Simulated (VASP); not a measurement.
# Ir (I4/mmm) in VASP: further runs

Ir is run at these levels: r2SCAN; tasks: single point.

Everything below comes from runs of VASP 6.6.1. Logs are shortened: lines on timing, memory, paths and dates and some standing lists are left out, and cuts for length are marked.

### Step 1. The cell of the first run

The structure is tetragonal, space group I4/mmm (No. 139). Conventional cell: a = 2.664 Å, b = 2.664 Å, c = 3.890 Å, α = 90.00°, β = 90.00°, γ = 90.00°. Within 3.5 Å of Ir (site symmetry 4/mmm) lie 12 Ir at 2.66 to 2.71 Å.

### Step 2. Single point, r2SCAN (biaxial strain in the a-b plane: -2.0 %)

POSCAR reads:

```
Ir
1.0
    1.8836470033      1.8836470033      0.0000000000
   -1.8836470033      1.8836470033      0.0000000000
    0.0000000000      0.0000000000      3.8903076884
Ir
2
Direct
    0.0000000000      0.0000000000      0.0000000000
    0.5000000000      0.5000000000      0.5000000000
```

INCAR.step1 reads:

```
SYSTEM = Ir
ALGO = Normal ; EDIFF = 1E-4
ENCUT = 520 ; GGA = PE
ISMEAR = 0 ; LASPH = .TRUE.
LCHARG = .FALSE. ; LREAL = .FALSE.
LWAVE = .TRUE. ; NBANDS = 16
NELM = 80 ; PREC = Accurate
SIGMA = 0.1
```

INCAR.step2 reads:

```
SYSTEM = Ir
ALGO = Normal ; EDIFF = 1E-6
ENCUT = 520 ; ISIF = 2
ISMEAR = 0 ; ISTART = 1
LASPH = .TRUE. ; LCHARG = .TRUE.
LELF = .TRUE. ; LMIXTAU = .TRUE.
LREAL = .FALSE. ; LVHAR = .TRUE.
LWAVE = .FALSE. ; METAGGA = R2SCAN
NBANDS = 16 ; NELM = 80
PREC = Accurate ; SIGMA = 0.1
```

KPOINTS reads:

```
k-points
0
G
  20 20 14
  0 0 0
```

Potentials or basis: VASP PAW PBE potentials, release 64 (Ir).

On the command line:

```
$ cat potpaw_PBE.64/Ir/POTCAR > POTCAR
$ cp INCAR.step1 INCAR
$ mpirun -np 1 vasp_std > vasp.out
$ cp INCAR.step2 INCAR
$ mpirun -np 1 vasp_std > vasp.out
```

OUTCAR:

```text
SYSTEM = Ir
   EDIFF = 1E-6
   ENCUT = 520
   ISIF = 2
   ISMEAR = 0
   ISTART = 1
   LASPH = .TRUE.
   LREAL = .FALSE.
   METAGGA = R2SCAN
   NELM = 80
   PREC = Accurate

 ion  position               nearest neighbor table
   1  0.000  0.000  0.000-   2 2.71   2 2.71   2 2.71   2 2.71   2 2.71   2 2.71   2 2.71   2 2.71

   2  0.500  0.500  0.500-   1 2.71   1 2.71   1 2.71   1 2.71   1 2.71   1 2.71   1 2.71   1 2.71

  LATTYP: Found a simple tetragonal cell.
 ALAT       =     2.6638791388
 C/A-ratio  =     1.4603919644

  Lattice vectors:

 A1 = (   1.8836470033,   1.8836470033,   0.0000000000)
 A2 = (  -1.8836470033,   1.8836470033,   0.0000000000)
 A3 = (   0.0000000000,   0.0000000000,   3.8903076884)

Analysis of symmetry for initial positions (statically):
=====================================================================
 Subroutine PRICEL returns following result:

  LATTYP: Found a body centered tetragonal cell.
 ALAT       =     2.6638791388
 C/A-ratio  =     1.4603919644

  Lattice vectors:

 A1 = (   1.8836470033,   0.0000000000,  -1.9451538442)
 A2 = (  -1.8836470033,   0.0000000000,  -1.9451538442)
 A3 = (   0.0000000000,   1.8836470033,   1.9451538442)

   2 primitive cells build up your supercell.

 Routine SETGRP: Setting up the symmetry group for a
 simple tetragonal supercell.

 Subroutine GETGRP returns: Found 16 space group operations
 (whereof 16 operations were pure point group operations)
 out of a pool of 16 trial point group operations.

The static configuration has the point symmetry D_4h.

Analysis of symmetry for dynamics (positions and initial velocities):
=====================================================================
 Subroutine PRICEL returns following result:

  LATTYP: Found a body centered tetragonal cell.
 ALAT       =     2.6638791388
 C/A-ratio  =     1.4603919644

  Lattice vectors:

 A1 = (   1.8836470033,   0.0000000000,  -1.9451538442)
 A2 = (  -1.8836470033,   0.0000000000,  -1.9451538442)
 A3 = (   0.0000000000,   1.8836470033,   1.9451538442)

   2 primitive cells build up your supercell.

 Routine SETGRP: Setting up the symmetry group for a
 simple tetragonal supercell.

 Subroutine GETGRP returns: Found 16 space group operations
 (whereof 16 operations were pure point group operations)
 out of a pool of 16 trial point group operations.

The dynamic configuration has the point symmetry D_4h.

 Subroutine INISYM returns: Found 16 space group operations
 (whereof 16 operations are pure point group operations),
 and found     2 'primitive' translations

----------------------------------------------------------------------------------------

                                     Primitive cell

  volume of cell :      13.8033

  direct lattice vectors                    reciprocal lattice vectors
     1.883647003  0.000000000 -1.945153844     0.265442516  0.265442516 -0.257049077
    -1.883647003  0.000000000 -1.945153844    -0.265442516  0.265442516 -0.257049077
     0.000000000  1.883647003  1.945153844     0.000000000  0.530885032  0.000000000

  length of vectors
     2.707720353  2.707720353  2.707720353     0.454965588  0.454965588  0.530885032

  position of ions in fractional coordinates (direct lattice)
     0.000000000  0.000000000  0.000000000

  ion indices of the primitive-cell ions
   primitive index   ion index
                 1           1

----------------------------------------------------------------------------------------

 KPOINTS: k-points

Automatic generation of k-mesh.
 Grid dimensions read from file:
 generate k-points for:   20   20   14

 Generating k-lattice:

  Cartesian coordinates                     Fractional coordinates (reciprocal lattice)
     0.013272126  0.013272126  0.000000000     0.050000000  0.000000000  0.000000000
    -0.013272126  0.013272126  0.000000000     0.000000000  0.050000000  0.000000000
     0.000000000  0.000000000  0.018360648     0.000000000  0.000000000  0.071428571

  Length of vectors
     0.018769620  0.018769620  0.018360648

  Shift w.r.t. Gamma in fractional coordinates (k-lattice)
     0.000000000  0.000000000  0.000000000

 Subroutine IBZKPT returns following result:
 ===========================================

 Found    528 irreducible k-points:

 Following reciprocal coordinates:
            Coordinates               Weight
  0.000000  0.000000  0.000000      1.000000
  0.050000  0.000000  0.000000      4.000000
  0.100000  0.000000  0.000000      4.000000
  0.150000  0.000000  0.000000      4.000000
  0.200000  0.000000  0.000000      4.000000
  0.250000  0.000000  0.000000      4.000000
[... 16 lines left out ...]
  0.150000  0.100000  0.000000      8.000000
  0.200000  0.100000  0.000000      8.000000
 [... further k-points ...]
   k-points           NKPTS =    528   k-points in BZ     NKDIM =    528   number of bands    NBANDS=     16
   number of dos      NEDOS =    301   number of ions     NIONS =      2
   total plane-waves  NPLWV =  12000
   dimension x,y,z NGX =    20 NGY =   20 NGZ =   30
   dimension x,y,z NGXF=    40 NGYF=   40 NGZF=   60
   ions per type =               2
   NGX,Y,Z   is equivalent  to a cutoff of  12.48, 12.48, 12.82 a.u.
   NGXF,Y,Z  is equivalent  to a cutoff of  24.96, 24.96, 25.64 a.u.
 SYSTEM =  Ir
   PREC   = accura    normal or accurate (medium, high low for compatibility)
   ISTART =      1    job   : 0-new  1-cont  2-samecut
   ICHARG =      0    charge: 1-file 2-atom 10-const
   ISPIN  =      1    spin polarized calculation?
   LNONCOLLINEAR =      F non collinear calculations
   LSORBIT =      F    spin-orbit coupling
   LASPH  =      T    aspherical Exc in radial PAW
   ENCUT  =  520.0 eV  38.22 Ry    6.18 a.u.   4.95  4.95  7.23*2*pi/ulx,y,z
   NELM   =     80;   NELMIN=  2; NELMDL=  0     # of ELM steps
   EDIFF  = 0.1E-05   stopping-criterion for ELM
   LREAL  =      F    real-space projection
   EDIFFG = 0.1E-04   stopping-criterion for IOM
   NSW    =      0    number of steps for IOM
   IBRION =     -1    ionic relax: 0-MD 1-quasi-New 2-CG
   NFREE  =      0    steps in history (QN), initial steepest desc. (CG)
   ISIF   =      2    stress and relaxation
   ISYM   =      2    0-nonsym 1-usesym 2-fastsym
   POTIM  = 0.5000    time-step for ionic-motion
[... 6 lines left out ...]
   ISMEAR =     0;   SIGMA  =   0.10  broadening in eV -4-tet -1-fermi 0-gaus
   EFERMI_NEDOS =   21; number of points for ismear=-14 and -15
   IALGO  =     38    algorithm
   IMIX   =      4    mixing-type and parameters
     AMIX     =   0.40;   BMIX     =  1.00
     AMIX_MAG =   1.60;   BMIX_MAG =  1.00
  volume/ion in A,a.u.               =      13.80        93.15
  Fermi-wavevector in a.u.,A,eV,Ry     =   1.419585  2.682626 27.418746  2.015221
  Thomas-Fermi vector in A             =   2.540590
   LORBIT       =      0    0 simple, 1 ext, 2 COOP (PROOUT), +10 PAW based schemes
   METAGGA = R2SCAN    functional components
   LHFCALC =     F    Hartree Fock is set to
   AEXX    =    0.0000 exact exchange contribution
   IVDW    =     0    specifies the selected vdW correction
   LEPSILON=     F    determine dielectric tensor
   LRPA    =     F    only Hartree local field effects (RPA)
 non-spin polarized calculation
 Gauss-broadening in eV      SIGMA  =   0.10
  energy-cutoff  :      520.00
  volume of cell :       27.61
 maximum number of plane-waves:       760
 NGX is ok and might be reduce to    20
   NGX =  9   NGY =  9   NGZ = 15

 number of electron      18.0000002 magnetization

 Free energy of the ion-electron system (eV)
  ---------------------------------------------------
  ext. energy  EPLUGINS =         0.00000000
  ---------------------------------------------------
  free energy    TOTEN  =      -104.67146345 eV

  energy without entropy =     -104.66371685  energy(sigma->0) =     -104.66759015

 E-fermi :  10.5854     XC(G=0): -15.4989

 val. band max:       10.5847511376   @ k =   0.0500   0.0500   0.2857
 cond. band min:      10.5919519612   @ k =   0.2500   0.2000   0.2857
 fundamental gap:      0.0072008236
 Fermi energy:        10.5853707568

 k-point     1 :       0.0000    0.0000    0.0000
  band No.  band energies     occupation
      1      -1.1931      2.00000
      2       2.0718      2.00000
      3       2.7224      2.00000
      4       6.1577      2.00000
      5       6.6174      2.00000
      6       6.6174      2.00000
[... 8 lines left out ...]
     15      23.4864      0.00000
     16      25.6773      0.00000

 k-point     2 :       0.0500    0.0000    0.0000
  band No.  band energies     occupation
      1      -1.1113      2.00000
      2       2.1359      2.00000
      3       2.7805      2.00000
      4       6.2062      2.00000
      5       6.5604      2.00000
      6       6.6487      2.00000
[... 8 lines left out ...]
     15      23.6874      0.00000
     16      25.8202      0.00000

 k-point     3 :       0.1000    0.0000    0.0000
  band No.  band energies     occupation
      1      -0.8702      2.00000
      2       2.3098      2.00000
      3       2.9646      2.00000
      4       6.3418      2.00000
      5       6.3997      2.00000
      6       6.7420      2.00000
[... 8 lines left out ...]
     15      24.2637      0.00000
     16      26.2308      0.00000

 k-point     4 :       0.1500    0.0000    0.0000
  band No.  band energies     occupation
      1      -0.4822      2.00000
      2       2.5497      2.00000
      3       3.2917      2.00000
      4       6.1624      2.00000
      5       6.5305      2.00000
      6       6.8959      2.00000
[... 8 lines left out ...]
     15      25.1513      0.00000
     16      26.8579      0.00000

 k-point     5 :       0.2000    0.0000    0.0000
  band No.  band energies     occupation
      1       0.0327      2.00000
      2       2.8223      2.00000
      3       3.7474      2.00000
      4       5.8849      2.00000
      5       6.7074      2.00000
      6       7.1076      2.00000
[... 8 lines left out ...]
     15      26.2773      0.00000
     16      27.6216      0.00000

 k-point     6 :       0.2500    0.0000    0.0000
  band No.  band energies     occupation
      1       0.6481      2.00000
      2       3.1189      2.00000
      3       4.2682      2.00000
      4       5.6045      2.00000
      5       6.7925      2.00000
      6       7.2928      2.00000
[... 8 lines left out ...]
     15      27.4688      0.00000
     16      27.5782      0.00000
[... 267 lines left out ...]
 k-point    21 :       0.5000    0.0500    0.0000
  band No.  band energies     occupation
      1       3.9435      2.00000
      2       3.9435      2.00000
      3       5.0367      2.00000
      4       5.0367      2.00000
      5       5.5866      2.00000
      6       5.5866      2.00000
[... 8 lines left out ...]
     15      25.5482      0.00000
     16      25.5482      0.00000

 k-point    22 :       0.1000    0.1000    0.0000
  band No.  band energies     occupation
      1      -0.5518      2.00000
      2       2.5729      2.00000
      3       3.1770      2.00000
      4       6.1161      2.00000
      5       6.5492      2.00000
      6       6.9460      2.00000
[... 8 lines left out ...]
     15      24.2428      0.00000
     16      26.7816      0.00000

 k-point    23 :       0.1500    0.1000    0.0000
  band No.  band energies     occupation
      1      -0.1708      2.00000
      2       2.8343      2.00000
      3       3.4744      2.00000
      4       5.8602      2.00000
      5       6.7663      2.00000
      6       7.1325      2.00000
[... 8 lines left out ...]
     15      24.6288      0.00000
     16      27.4077      0.00000

 k-point    24 :       0.2000    0.1000    0.0000
  band No.  band energies     occupation
      1       0.3319      2.00000
      2       3.1188      2.00000
      3       3.9002      2.00000
      4       5.5763      2.00000
      5       6.9568      2.00000
      6       7.3662      2.00000
[... 8 lines left out ...]
     15      25.3772      0.00000
     16      28.1717      0.00000

 [... further k-points ...]

------------------------ aborting loop because EDIFF is reached ----------------------------------------

  FORCE on cell =-STRESS in cart. coord.  units (eV):
  Direction    XX          YY          ZZ          XY          YZ          ZX
  --------------------------------------------------------------------------------------
  -------------------------------------------------------------------------------------
  Total        3.3312552      3.3312552      0.9449494      0.0000000      0.0000000      0.0000000
  in kB      193.3327841    193.3327841     54.8411006      0.0000000      0.0000000      0.0000000
  external PRESSURE =     147.1688896 kB  Pullay stress =       0.0000000 kB

 VOLUME and BASIS-vectors are now :
 -----------------------------------------------------------------------------
  energy-cutoff  :      520.00
  volume of cell :       27.61
      direct lattice vectors                 reciprocal lattice vectors
     1.883647003  1.883647003  0.000000000     0.265442516  0.265442516  0.000000000
    -1.883647003  1.883647003  0.000000000    -0.265442516  0.265442516  0.000000000
     0.000000000  0.000000000  3.890307688     0.000000000  0.000000000  0.257049077

 POSITION                                       TOTAL-FORCE (eV/Angst)
 -----------------------------------------------------------------------------------
      0.00000      0.00000      0.00000         0.000000     -0.000000      0.000000
      0.00000      1.88365      1.94515        -0.000000      0.000000      0.000000
 -----------------------------------------------------------------------------------
    total drift:                               -0.000000      0.000000      0.000000

  FREE ENERGIE OF THE ION-ELECTRON SYSTEM (eV)
  ---------------------------------------------------
  free  energy   TOTEN  =      -104.6714634495 eV

  energy  without entropy=     -104.6637168487  energy(sigma->0) =     -104.66759015
```

Wall time 6.8 min (1 thread of Intel Xeon 8259CL, shared host); peak memory 0.3 GiB.

Results:

```yaml
Free_energy: -104.6715 eV
Pressure: 14.7 GPa
Band_gap_on_the_k_mesh: zero (bands 9 and 10 overlap by 3.81 eV)
```

Stress tensor (GPa, compression positive):
```
19.33  0.00  0.00
 0.00 19.33  0.00
 0.00  0.00  5.48
```

Caveat: the cell differs from its parent crystal (biaxial strain in the a-b plane: -2.0 %); the stress differs along the axes, from 5 to 19 GPa; the PAW data sets were made with another functional, which shifts forces and pressure a little; spin-orbit coupling is left out, which moves the levels of the heavy elements.

### Step 3. Single point, r2SCAN (biaxial strain in the a-b plane: -2.0 %, then relaxed in part)

POSCAR: that of step 2 with these lines changed.

```diff
@@ -4,3 +4,3 @@
    -1.8836470033      1.8836470033      0.0000000000
-    0.0000000000      0.0000000000      3.8903076884
+    0.0000000000      0.0000000000      3.9053762227
 Ir
```

INCAR.step1 reads:

```
SYSTEM = Ir
  PREC = Accurate
  ENCUT = 520
  ISMEAR = 0
  SIGMA = 0.1
  LREAL = .FALSE.
  LASPH = .TRUE.
  NELM = 80
  NBANDS = 16
  GGA = PE
  ALGO = Normal
  EDIFF = 1E-4
  LWAVE = .TRUE.
  LCHARG = .FALSE.
```

INCAR.step2 reads:

```
SYSTEM = Ir
  PREC = Accurate
  ENCUT = 520
  EDIFF = 1E-6
  ISMEAR = 0
  SIGMA = 0.1
  LREAL = .FALSE.
  LASPH = .TRUE.
  NELM = 80
  ALGO = Normal
  ISIF = 2
  LWAVE = .FALSE.
  LCHARG = .TRUE.
  METAGGA = R2SCAN
  LMIXTAU = .TRUE.
  LELF = .TRUE.
  LVHAR = .TRUE.
  NBANDS = 16
  ISTART = 1
```

KPOINTS reads:

```
regular mesh
0
G
  20 20 14
  0 0 0
```

Potentials or basis: VASP PAW PBE potentials, release 64 (Ir).

On the command line:

```
$ cat potpaw_PBE.64/Ir/POTCAR > POTCAR
$ cp INCAR.step1 INCAR
$ mpirun -np 1 vasp_std > vasp.out
$ cp INCAR.step2 INCAR
$ mpirun -np 1 vasp_std > vasp.out
```

Wall time 6.7 min (1 thread of Intel Xeon 8259CL, shared host); peak memory 0.31 GiB.

Results (log left out):

| Property | Result |
| --- | --- |
| Free energy | -104.6743 eV |
| Pressure | 13.1 GPa |
| Band gap on the k mesh | zero (bands 9 and 10 overlap by 3.81 eV) |

Stress tensor (GPa, compression positive):
```
18.18  0.00  0.00
 0.00 18.18  0.00
 0.00  0.00  2.81
```

Levels at points of the mesh, in eV from the Fermi level:
```tsv
k point	band 6	band 7	band 8	band 9	band 10	band 11	band 12	band 13
(0.00, 0.00, 0.00)	-3.92	-1.65	-0.96	0.96	1.28	1.62	1.62	10.71
(0.50, 0.00, 0.00)	-4.83	-2.53	-2.53	-1.26	-1.26	3.42	3.42	12.01
(0.50, 0.50, 0.00)	0.86	1.40	1.40	1.93	1.93	2.09	2.09	11.76
(0.00, 0.00, 0.50)	-3.53	-1.80	-1.80	-1.80	-1.80	-0.07	-0.07	19.02
(0.50, 0.00, 0.50)	-4.00	-0.73	-0.73	0.87	0.87	1.13	1.13	7.93
(0.50, 0.50, 0.50)	-5.17	-2.02	-2.02	1.93	1.93	9.40	9.40	9.60
```

Caveat: the cell differs from its parent crystal (biaxial strain in the a-b plane: -2.0 %, then relaxed in part); the stress differs along the axes, from 3 to 18 GPa; the PAW data sets were made with another functional, which shifts forces and pressure a little; spin-orbit coupling is left out, which moves the levels of the heavy elements.

### Step 4. Single point, r2SCAN (biaxial strain in the a-b plane: -1.0 %)

POSCAR reads:

```
Ir
1.0
    1.9028678910      1.9028678910      0.0000000000
   -1.9028678910      1.9028678910      0.0000000000
    0.0000000000      0.0000000000      3.8672426230
Ir
2
Direct
    0.0000000000      0.0000000000      0.0000000000
    0.5000000000      0.5000000000      0.5000000000
```

INCAR.step1 reads:

```
  ALGO = Normal
  EDIFF = 1E-4
  ENCUT = 520
  GGA = PE
  ISMEAR = 0
  LASPH = True
  LCHARG = False
  LREAL = False
  LWAVE = True
  NBANDS = 16
  NELM = 80
  PREC = Accurate
  SIGMA = 0.1
```

INCAR.step2 reads:

```
  ALGO = Normal
  EDIFF = 1E-7
  ENCUT = 520
  ISIF = 2
  ISMEAR = 0
  ISTART = 1
  LASPH = True
  LCHARG = False
  LMIXTAU = True
  LREAL = False
  LWAVE = False
  METAGGA = R2SCAN
  NBANDS = 16
  NELM = 80
  PREC = Accurate
  SIGMA = 0.1
```

KPOINTS reads:

```
k-points
0
Gamma
  20 20 14
```

On the command line:

```
$ cat potpaw_PBE.64/Ir/POTCAR > POTCAR
$ cp INCAR.step1 INCAR
$ mpirun -np 1 vasp_std > vasp.out
$ cp INCAR.step2 INCAR
$ mpirun -np 1 vasp_std > vasp.out
```

Wall time 6.9 min (1 thread of Intel Xeon 8259CL, shared host); peak memory 0.31 GiB.

The run converged. Its results:

| Property | Result |
| --- | --- |
| Free energy | -104.7189 eV |
| Pressure | 8.3 GPa |
| Band gap on the k mesh | zero (bands 9 and 10 overlap by 3.61 eV) |

Stress tensor (GPa, compression positive):
```
10.44  0.00  0.00
 0.00 10.44  0.00
 0.00  0.00  3.92
```

Levels at points of the mesh, in eV from the Fermi level:
```
           k point  band 7  band 8  band 9  band 10  band 11  band 12
(0.00, 0.00, 0.00)   -1.43   -1.14    0.90     1.57     1.61     1.61
(0.50, 0.00, 0.00)   -2.54   -2.54   -1.32    -1.32     3.21     3.21
(0.50, 0.50, 0.00)    1.52    1.52    1.74     1.74     1.93     1.93
(0.00, 0.00, 0.50)   -1.86   -1.86   -1.86    -1.86    -0.19    -0.19
(0.50, 0.00, 0.50)   -0.70   -0.70    0.92     0.92     1.04     1.04
(0.50, 0.50, 0.50)   -1.94   -1.94    1.75     1.75     9.04     9.04
```

Caveat: the cell differs from its parent crystal (biaxial strain in the a-b plane: -1.0 %); the stress differs along the axes, from 4 to 10 GPa; the PAW data sets were made with another functional, which shifts forces and pressure a little; spin-orbit coupling is left out, which moves the levels of the heavy elements.

### Step 5. Overview

| cell | gap on the mesh (eV) | pressure (GPa) |
| --- | --- | --- |
| a = 2.664, b = 2.664, c = 3.890 Å, 2 atoms | none | 14.7 |
| a = 2.664, b = 2.664, c = 3.905 Å, 2 atoms | none | 13.1 |
| a = 2.691, b = 2.691, c = 3.867 Å, 2 atoms | none | 8.3 |

Alike in all rows: task single point; level r2SCAN; potentials or basis VASP PAW PBE potentials, release 64 (Ir); no spin polarisation; k mesh 20 × 20 × 14; cutoff (eV) 520; smearing gaussian 0.1 eV.

Caveats: the PAW data sets were made with another functional, which shifts forces and pressure a little; spin-orbit coupling is left out, which moves the levels of the heavy elements; the stress differs along the axes, from 5 to 19 GPa (at least some runs); the stress differs along the axes, from 3 to 18 GPa (at least some runs); the stress differs along the axes, from 4 to 10 GPa (at least some runs).

Total energies depend on the potentials used, so only differences within one code and one set of settings carry meaning.
